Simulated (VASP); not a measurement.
Write the native input for VASP 6.6.1 that does the following.

| Item | Value |
| --- | --- |
| Task | relaxation of cell and atoms |
| Functional | PBE |
| Potentials or basis | VASP PAW PBE potentials, release 64 (Ti_sv, Te) |
| Cutoff | 600 eV |
| k mesh | 8 × 8 × 6 |
| Occupations | gaussian, width 0.1 eV |
| Spin | no spin polarisation |
| Dipole correction | no |
| Further INCAR settings | ALGO = Normal; EDIFF = 1e-06; IBRION = 2; EDIFFG = -0.01; NSW = 80; ISIF = 3 |

The structure of TiTe2 lies in POSCAR:

```
TiTe2
1.0
    4.8359040812      0.0000000000      0.0000000000
    0.0000000000      4.8359040812      0.0000000000
    0.0000000000      0.0000000000      7.0747798002
Ti Te
2 4
Direct
    0.0000000000      0.0000000000      0.0000000000
    0.5000000000      0.5000000000      0.5000000000
    0.0000000000      0.5000000000      0.2978741338
    0.0000000000      0.5000000000      0.7978741338
    0.5000000000      0.0000000000      0.7021258662
    0.5000000000      0.0000000000      0.2021258662
```

The input as run:

INCAR

```
SYSTEM = TiTe2
  PREC = Accurate
  ENCUT = 600
  EDIFF = 1E-6
  ISMEAR = 0
  SIGMA = 0.1
  LREAL = .FALSE.
  LASPH = .TRUE.
  NELM = 100
  ALGO = Normal
  ISIF = 3
  LWAVE = .FALSE.
  LCHARG = .FALSE.
  GGA = PE
  IBRION = 2
  NSW = 80
  EDIFFG = -0.01
```

KPOINTS

```
Automatic mesh
0
G
  8 8 6
  0 0 0
```

Potentials or basis: VASP PAW PBE potentials, release 64 (Ti_sv, Te).

Launch:

```bash
$ cat potpaw_PBE.64/Ti_sv/POTCAR potpaw_PBE.64/Te/POTCAR > POTCAR
$ mpirun -np 1 vasp_std > vasp.out
```

Results of the run:

The relaxed volume is 27.57 Å³/atom. The relaxed cell is a = 4.844 Å, b = 4.844 Å, c = 7.048 Å, α = 90.00°, β = 90.00°, γ = 90.00°. The space group after relaxing (to 0.1 Å) is P4_2/nmc (No. 137). The energy gained by relaxing is 0.1 meV/atom. The ionic steps are 5. The pressure after relaxing is 0.0 GPa, the largest force after relaxing is 0.009 eV/Å and the band gap on the k mesh is zero (bands 24 and 25 overlap by 0.13 eV).

Caveat: the highest band is partly filled, so the run has too few bands; spin-orbit coupling is left out, which moves the levels of the heavy elements.

Wall time 9.4 min on 1 thread of Intel(R) Xeon(R) 6975P-C (Granite Rapids), on a shared host, peak memory 0.52 GiB.
